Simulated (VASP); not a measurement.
Input of a VASP 6.6.1 run:

INCAR

```
PREC     = Accurate       # precision mode
ENCUT    = 520            # plane-wave cutoff, eV
EDIFF    = 1E-6           # SCF threshold, eV
ISMEAR   = 0              # smearing method
SIGMA    = 0.15           # smearing width, eV
LREAL    = F              # projectors in reciprocal space
LASPH    = T              # aspherical terms in the spheres
NELM     = 80             # most SCF steps
ALGO     = Fast           # electronic algorithm
ISIF     = 2              # what is computed and relaxed
LWAVE    = F              # write WAVECAR
LCHARG   = F              # write CHGCAR
GGA      = PE             # functional
IVDW     = 12             # dispersion correction
NBANDS   = 12             # bands
```

File KPOINTS:

```
Automatic mesh
0
Gamma
  20 20 20
```

The input POSCAR:

```
Hg
1.0
    0.0000000000      2.6849649073      1.8982701895
    2.6849649073      0.0000000000      1.8982701895
    2.6849649073      2.6849649073      0.0000000000
Hg
1
Direct
    0.0000000000      0.0000000000      0.0000000000
```

Potentials or basis: VASP PAW PBE potentials, release 64 (Hg).

Run with:

```sh
$ cat potpaw_PBE.64/Hg/POTCAR > POTCAR
$ mpirun -np 1 vasp_std > vasp.out
```

(1) What does it give for the dispersion energy per atom?

(2) What does it give for the band gap on the k mesh?

Answers

(1) -0.383 eV.

(2) zero (bands 6 and 7 overlap by 2.97 eV).

Caveat: spin-orbit coupling is left out, which moves the levels of the heavy elements.
